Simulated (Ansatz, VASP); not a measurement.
# WSe: VASP beside Ansatz

```
W Se
1.0
     0.00000    2.83887    2.83887
     2.83887    0.00000    2.83887
     2.83887    2.83887    0.00000
W Se
1 1
Direct
  0.00000 0.00000 0.00000
  0.25000 0.25000 0.25000
```

Alike in both runs: functional PBE; k mesh 12 × 12 × 12; occupations gaussian, width 0.1 eV; collinear spin.

Ansatz relaxed the structure, and its values are those at the end. VASP's run is a single point on that final structure, the one shown.

|  | VASP | Ansatz |
| --- | --- | --- |
| version | VASP 6.6.1 | Ansatz 0.2.0 |
| potentials or method | VASP PAW PBE potentials, release 64 (W_sv, Se), cutoff 520 eV | scalar-relativistic, plane waves, PAW |
| valence electrons in the cell | 20 | 30 |

```tsv
	VASP	Ansatz	Ansatz less VASP
gap on the k mesh at the Fermi level (eV)	none	none	-
pressure (GPa)	0.2	0.0	-0.24
net moment per atom (μB)	0.64	0.64	0.000
size of the moment on the site where the two differ most (μB)	1.03	0.79	-0.232
```

Site moments also hang on the region over which each program counts them. A gap of «none» marks a metal or a gap that the smearing closes. VASP's potentials hold 20 valence electrons a cell and Ansatz's 30, so a difference there can come from the potentials and not from the codes.

Neither program's run includes spin-orbit coupling.
